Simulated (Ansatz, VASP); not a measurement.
## In in VASP and in Ansatz

File POSCAR:

```
In
1.0
    3.2551946484      0.0000000000      0.0000000000
   -1.6275973242      2.8190812598      0.0000000000
    0.0000000000      0.0000000000      5.2991638100
In
2
Direct
    0.3333333333      0.6666666667      0.2500000000
    0.6666666667      0.3333333333      0.7500000000
```

INCAR.step1

```
SYSTEM = In
PREC = Accurate
ENCUT = 520
ISMEAR = -1
SIGMA = 0.1
LREAL = .False.
LASPH = .True.
NELM = 100
NBANDS = 20
GGA = PE
ALGO = Normal
EDIFF = 1E-4
LWAVE = .True.
LCHARG = .False.
```

INCAR.step2

```
SYSTEM = In
PREC = Accurate
ENCUT = 520
EDIFF = 1E-6
ISMEAR = -1
SIGMA = 0.1
LREAL = .False.
LASPH = .True.
NELM = 100
ALGO = Normal
ISIF = 2
LWAVE = .False.
LCHARG = .False.
METAGGA = R2SCAN
LMIXTAU = .True.
NBANDS = 20
ISTART = 1
```

The input KPOINTS:

```
regular mesh
0
Gamma
  12 12 7
  0 0 0
```

Input for Ansatz:

```yaml
crystal:
  lattice:
    - [3.2551946484, 0.0, 0.0]
    - [-1.6275973242, 2.8190812598, 0.0]
    - [0.0, 0.0, 5.29916381]
  atoms:
    - { symbol: In, position: [0.3333333333, 0.6666666667, 0.25] }
    - { symbol: In, position: [0.6666666667, 0.3333333333, 0.75] }
hamiltonian:
  xc: r2scan
  pseudopotentials:
    kind: paw
    azcp:
      In: "pseudopotentials/In.paw.azcp"
basis:
  ecutwfc: 500
  fft_grid_basis: typed
kpoints:
  mp_grid: { grid: [12, 12, 7], shift: [0, 0, 0] }
magnetization:
  spin_polarized: false
scf:
  occupations: { method: fermi_dirac, width: 0.1 }
  lower_state_search: "off"
output:
  stress: true
  write_density: true
  write_potential: true
  elf: true
  volumetric_format: npy
```

Alike in both runs: task single point; functional r2SCAN; k mesh 12 × 12 × 7; occupations fermi-dirac, width 0.1 eV; no spin polarisation.

|  | VASP | Ansatz |
| --- | --- | --- |
| version | VASP 6.6.1 | Ansatz 0.2.0 |
| potentials or method | VASP PAW PBE potentials, release 64 (In_d), cutoff 520 eV | plane waves (500 eV) with PAW, scalar-relativistic |
| valence electrons in the cell | 26 | 26 |

|  | VASP | Ansatz | Ansatz less VASP |
| --- | --- | --- | --- |
| pressure (GPa) | 4.3 | 4.3 | -0.02 |
| traceless stress, the component that is largest in VASP (GPa) | -0.45 | -0.45 | -0.002 |

VASP's potentials were made for PBE, not for r2SCAN. The functional is the same, so the differences come from potentials, cutoffs and numerics.
